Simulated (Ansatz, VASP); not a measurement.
**CdS3 in VASP and in Ansatz**

Contents of INCAR:

```
SYSTEM = CdS3
  PREC = Accurate
  ENCUT = 520
  EDIFF = 1E-7
  ISMEAR = 0
  SIGMA = 0.1
  LREAL = .FALSE.
  LASPH = .TRUE.
  NELM = 80
  ALGO = Normal
  ISIF = 2
  LWAVE = .FALSE.
  LCHARG = .FALSE.
  GGA = PE
  NBANDS = 23
```

File KPOINTS:

```
Automatic mesh
0
G
  4 4 4
  0 0 0
```

POSCAR

```
CdS3
1.0
    4.3971906267      0.0000000000      0.0000000000
    0.0000000000      4.3971906267      0.0000000000
    0.0000000000      0.0000000000      4.3971906267
Cd S
1 3
Direct
    0.0000000000      0.0000000000      0.0000000000
    0.0000000000      0.5000000000      0.5000000000
    0.5000000000      0.0000000000      0.5000000000
    0.5000000000      0.5000000000      0.0000000000
```

Input for Ansatz:

```yaml
crystal:
  lattice:
    - [4.3971906267, 0.0, 0.0]
    - [0.0, 4.3971906267, 0.0]
    - [0.0, 0.0, 4.3971906267]
  atoms:
    - { symbol: Cd, position: [0.0, 0.0, 0.0] }
    - { symbol: S, position: [0.0, 0.5, 0.5] }
    - { symbol: S, position: [0.5, 0.0, 0.5] }
    - { symbol: S, position: [0.5, 0.5, 0.0] }
basis:
  ecutwfc: 420
kpoints:
  mp_grid: { grid: [4, 4, 4] }
hamiltonian:
  xc: pbe
scf:
  occupations: { method: gaussian, width: 0.1 }
  lower_state_search: "off"
output:
  forces: true
  stress: true
  eigenvalues: true
```

Alike in both runs: task single point; functional PBE; k mesh 4 × 4 × 4; occupations gaussian, width 0.1 eV; no spin polarisation.

|  | VASP | Ansatz |
| --- | --- | --- |
| version | VASP 6.6.1 | Ansatz 0.2.0 |
| potentials or method | VASP PAW PBE potentials, release 64 (Cd, S), cutoff 520 eV | scalar-relativistic, plane waves, PAW |
| valence electrons in the cell | 30 | 38 |

```tsv
	VASP	Ansatz	Ansatz less VASP
gap on the k mesh at the Fermi level (eV)	none	none	-
pressure (GPa)	-6.5	-6.6	-0.08
```

A gap of «none» marks a metal or a gap that the smearing closes. VASP's potentials hold 30 valence electrons a cell and Ansatz's 38, so a difference there can come from the potentials and not from the codes.
